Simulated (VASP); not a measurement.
Runs of VASP 6.6.1 on WSe2. The structure is that of space group P6_3/mmc (No. 194), or close to it. The cells are those of the table. 

```csv
task,cell,gap on the mesh (eV),pressure (GPa),largest force (eV/Å)
single point,"a = 3.290, b = 3.290, c = 12.840 Å, angles 90.0, 90.0, 120.0°, 6 atoms",0.91,5.7,0.51
single point,"a = 3.290, b = 3.290, c = 12.581 Å, angles 90.0, 90.0, 120.0°, 6 atoms",0.83,9.5,1.12
electric field gradients,"a = 3.290, b = 3.290, c = 13.359 Å, angles 90.0, 90.0, 120.0°, 6 atoms",(a),-0.5,0.58
electric field gradients,"a = 3.290, b = 3.290, c = 12.840 Å, angles 90.0, 90.0, 120.0°, 6 atoms",0.91,5.7,0.51
electric field gradients,"a = 3.290, b = 3.290, c = 13.229 Å, angles 90.0, 90.0, 120.0°, 6 atoms",1.01,0.9,0.33
single point,"a = 3.290, b = 3.290, c = 13.229 Å, angles 90.0, 90.0, 120.0°, 6 atoms",1.01,0.9,0.33
```

Alike in all rows: level PBE; potentials or basis VASP PAW PBE potentials, release 64 (W_sv, Se); no spin polarisation; k mesh 11 × 11 × 3; cutoff (eV) 520; smearing fermi-dirac 0.08 eV.

Q: Fill in the values left out.

A: (a) 1.04.

Caveats: spin-orbit coupling is left out, which moves the levels of the heavy elements; an odd mesh through Γ misses points on the zone boundary, where band edges can lie; this functional lacks dispersion, which binds the layers, so the pressure and a relaxed spacing across them are unreliable; the cell stands under pressure (at least some runs); forces of over 1 eV/Å act on the atoms, so gaps and moduli don't describe the material at rest (at least some runs).

A k mesh can miss the band edges, and the runs leave out spin-orbit coupling on Se, W.
